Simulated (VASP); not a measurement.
C: single point with r2SCAN

The system is C.

```
C
1.0
     0.00000    1.78337    1.78337
     1.78337    0.00000    1.78337
     1.78337    1.78337    0.00000
C
2
Direct
  0.75000 0.75000 0.75000
  0.50000 0.50000 0.50000
```

- Program: VASP 6.6.1
- Task: single point
- Functional: r2SCAN
- Potentials or basis: VASP PAW PBE potentials, release 64 (C)
- Cutoff: 520 eV
- k mesh: 13 × 13 × 13
- Occupations: fermi-dirac, width 0.05 eV
- Spin: no spin polarisation

| Property | Result |
| --- | --- |
| Pressure | -1.3 GPa |
| Band gap on the k mesh | 4.34 eV, indirect (least direct gap 5.84 eV) |

Levels at points of the mesh, in eV from the valence-band top:
```
           k point  band 1  band 2  band 3  band 4  band 5  band 6  band 7  band 8  band 9
(0.00, 0.00, 0.00)  -22.70    0.00    0.00    0.00    5.84    5.84    5.84   13.82   20.39
```

It took 75 s on 1 thread of AMD EPYC 7R13 (shared host), peak memory 0.09 GiB.

Caveat: the PAW data sets were made with another functional, which shifts forces and pressure a little. r2SCAN opens gaps a little over a GGA but as a rule still falls short of measured ones.
